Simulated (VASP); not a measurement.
Runs of VASP 6.6.1 on NaF. The structure is that of space group Fm-3m (No. 225), or close to it. The cells are those of the table. 

```csv
level,cell,k mesh,smearing,gap on the mesh (eV),pressure (GPa)
PBE,"a = 3.249, b = 3.331, c = 3.331 Å, angles 58.4, 60.8, 60.8°, 2 atoms",6 × 6 × 6,gaussian 0.01 eV,6.17,1.1
PBE,"a = 3.259, b = 3.259, c = 3.281 Å, angles 59.8, 59.8, 60.4°, 2 atoms",6 × 6 × 6,gaussian 0.01 eV,6.35,2.6
PBE,"a = 3.259, b = 3.259, c = 3.281 Å, angles 59.8, 59.8, 60.4°, 2 atoms",10 × 10 × 10,fermi-dirac 0.02 eV,6.35,2.6
r2SCAN,"a = 3.259, b = 3.259, c = 3.281 Å, angles 59.8, 59.8, 60.4°, 2 atoms",10 × 10 × 10,gaussian 0.01 eV,(a),-1.5
PBE,"a = 3.249, b = 3.331, c = 3.331 Å, angles 58.4, 60.8, 60.8°, 2 atoms",10 × 10 × 10,fermi-dirac 0.02 eV,6.17,1.1
PBE,"a = 3.275, b = 3.275, c = 3.330 Å, angles 59.4, 59.4, 61.1°, 2 atoms",10 × 10 × 10,fermi-dirac 0.02 eV,(b),1.4
PBE,"a = 3.314 Å, angles 58.7°, 2 atoms",10 × 10 × 10,fermi-dirac 0.02 eV,6.25,1.8
r2SCAN,"a = 3.275, b = 3.275, c = 3.330 Å, angles 59.4, 59.4, 61.1°, 2 atoms",10 × 10 × 10,gaussian 0.01 eV,7.09,-2.5
PBE,"a = 3.331, b = 3.331, c = 3.249 Å, angles 60.8, 60.8, 58.4°, 2 atoms",6 × 6 × 6,gaussian 0.01 eV,6.17,1.1
PBE,"a = 3.314 Å, angles 58.7°, 2 atoms",6 × 6 × 6,gaussian 0.01 eV,6.25,1.8
```

Alike in all rows: task single point; potentials or basis VASP PAW PBE potentials, release 64 (Na_pv, F); no spin polarisation; cutoff (eV) 520.

Q: Fill in the values left out.

A: (a) 7.23; (b) 6.22.

Caveats: the PAW data sets were made with another functional, which shifts forces and pressure a little (some runs).

A k mesh can miss the band edges.
